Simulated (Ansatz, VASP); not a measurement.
**GaN: VASP beside Ansatz**

```
CELL_PARAMETERS angstrom
0.00000 2.24895 2.24895
2.24895 0.00000 2.24895
2.24895 2.24895 0.00000
ATOMIC_POSITIONS crystal
Ga 0.00000 0.00000 0.00000
N 0.25000 0.25000 0.25000
```

Alike in both runs: task single point; functional HSE06; k mesh 4 × 4 × 4; no spin polarisation.

```csv
,VASP,Ansatz
version,VASP 6.6.1,Ansatz 0.2.0
potentials or method,"VASP PAW PBE potentials, release 64 (Ga_d, N)","plane waves, PAW"
plane-wave cutoff (eV),520,420
occupations,"gaussian, width 0.01 eV",fixed
valence electrons in the cell,18,18
```

Ansatz gave:

| Property | Result |
| --- | --- |
| gap on the k mesh at the Fermi level (eV) | 3.03 |
| pressure (GPa) | 0.0 |

Task: Estimate VASP's values.

Result: gap on the k mesh at the Fermi level (eV): 3.06; pressure (GPa): -0.1.

Ansatz's warnings: stress exchange threshold loose, stress scf threshold loose.

The k mesh is coarse, so the values compare programs but aren't converged.
